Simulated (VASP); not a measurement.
The system is NaHF2.

```
CELL_PARAMETERS angstrom
1.69772 0.98018 4.56924
-1.69772 0.98018 4.56924
0.00000 -1.96035 4.56924
ATOMIC_POSITIONS crystal
Na 0.00000 0.00000 0.00000
H 0.50000 0.50000 0.50000
F 0.41724 0.41724 0.41724
F 0.58276 0.58276 0.58276
```

Base run:

```yaml
Program: VASP 6.6.1
Functional: PBEsol
Potentials_or_basis: VASP PAW PBE potentials, release 64 (Na_pv, H, F)
Cutoff: 520 eV
k_mesh: 6 × 6 × 6
Occupations: gaussian, width 0.01 eV
Spin: no spin polarisation
```

Its results: band gap on the k mesh 7.04 eV (least direct gap 7.23 eV); pressure 1.9 GPa; largest force 0.173 eV/Å.

Problem. The run is repeated on the same cell with these changes: dispersion from none to D3(BJ). What comes out?

Solution. Band gap on the k mesh 7.04 eV (least direct gap 7.23 eV); pressure 0.8 GPa; largest force 0.171 eV/Å.

Dispersion adds attraction, which lowers the pressure at fixed volume and, as a term added to the energy, leaves the levels alone.

Caveats: the PAW data sets were made with another functional, which shifts forces and pressure a little.

A k mesh can miss the band edges.
